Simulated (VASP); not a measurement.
Here is a VASP 6.6.1 calculation.

File INCAR:

```
PREC = Accurate
ENCUT = 520
EDIFF = 1E-6
ISMEAR = -1
SIGMA = 0.05
LREAL = F
LASPH = T
NELM = 150
ALGO = Normal
ISIF = 2
LWAVE = F
LCHARG = F
ISPIN = 2
MAGMOM = 1 1
LORBIT = 11
LMAXMIX = 4
GGA = PS
NBANDS = 23
```

Contents of KPOINTS:

```
Automatic mesh
0
Gamma
  20 20 11
```

POSCAR

```
Ti
1.0
    2.7796695564      0.0000000000      0.0000000000
   -1.3898347782      2.4072644499      0.0000000000
    0.0000000000      0.0000000000      4.4011361890
Ti
2
Direct
    0.3333333333      0.6666666667      0.2500000000
    0.6666666667      0.3333333333      0.7500000000
```

Potentials or basis: VASP PAW PBE potentials, release 64 (Ti_sv).

Run with:

```sh
$ cat potpaw_PBE.64/Ti_sv/POTCAR > POTCAR
$ mpirun -np 1 vasp_std > vasp.out
```

**Question.** What does it give for the band gap on the k mesh?

**Answer.** Zero (filled and empty bands overlap).

**Question.** Estimate the pressure.

**Answer.** 18.4 GPa.

Stress tensor (GPa, compression positive):
```
18.24  0.00  0.00
 0.00 18.24  0.00
 0.00  0.00 18.73
```

Caveat: the cell stands under pressure; the PAW data sets were made with another functional, which shifts forces and pressure a little.
